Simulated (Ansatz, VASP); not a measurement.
## SrTiO3: VASP beside Ansatz

```xyz
5
Lattice="3.9069 0.0000 0.0000 0.0000 3.9069 0.0000 0.0000 0.0000 4.0241" Properties=species:S:1:pos:R:3 pbc="T T T"
Sr    0.0000    0.0000    0.0000
Ti    1.9534    1.9534    2.0120
O     1.9534    1.9534    0.0000
O     1.9534    0.0000    2.0120
O     0.0000    1.9534    2.0120
```

Change from the starting cell: uniaxial_z strain +3.0%.

Alike in both runs: task single point; functional PBE; k mesh 6 × 6 × 6; occupations fermi-dirac, width 0.02 eV; no spin polarisation.

|  | VASP | Ansatz |
| --- | --- | --- |
| version | VASP 6.6.1 | Ansatz 0.2.0 |
| potentials or method | VASP PAW PBE potentials, release 64 (Sr_sv, Ti_sv, O) | plane waves, PAW |
| plane-wave cutoff (eV) | 520 | 420 |
| valence electrons in the cell | 40 | 40 |

Ansatz gave:

* gap on the k mesh at the Fermi level (eV): 1.77
* pressure (GPa): -0.9
* traceless stress, the component that is largest in VASP (GPa): -3.93

Q: Estimate VASP's values.

A: gap on the k mesh at the Fermi level (eV): 1.74; pressure (GPa): -0.3; traceless stress, the component that is largest in VASP (GPa): -4.00.
